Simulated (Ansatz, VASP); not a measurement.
## InSb: VASP beside Ansatz

```
In Sb
1.0
     3.80765    0.00000    0.00000
     0.00000    3.80765    0.00000
     0.00000    0.00000    3.80765
In Sb
1 1
Cartesian
  -0.2250 0.0000 0.0000
  1.9038 1.9038 1.9038
```

Alike in both runs: task single point; functional PBE; dispersion D3(BJ); k mesh 12 × 12 × 12; occupations gaussian, width 0.15 eV; no spin polarisation.

|  | VASP | Ansatz |
| --- | --- | --- |
| version | VASP 6.6.1 | Ansatz 0.2.0 |
| potentials or method | VASP PAW PBE potentials, release 64 (In_d, Sb), cutoff 500 eV | scalar-relativistic, plane waves, PAW |
| valence electrons in the cell | 18 | 28 |

VASP gave:

| Item | Value |
| --- | --- |
| gap on the k mesh at the Fermi level (eV) | none |
| pressure (GPa) | -2.0 |
| traceless stress, the component that is largest in VASP (GPa) | -0.64 |
| rms of the force components (eV/Å) | 0.162 |

Task: Estimate Ansatz's values.

Result: gap on the k mesh at the Fermi level (eV): none; pressure (GPa): -2.0; traceless stress, the component that is largest in VASP (GPa): -0.64; rms of the force components (eV/Å): 0.161.

Atom by atom the forces differ by 0.001 eV/Å (rms over components). A gap of «none» marks a metal or a gap that the smearing closes. VASP's potentials hold 18 valence electrons a cell and Ansatz's 28, so a difference there can come from the potentials and not from the codes.

Spin-orbit coupling is off throughout.
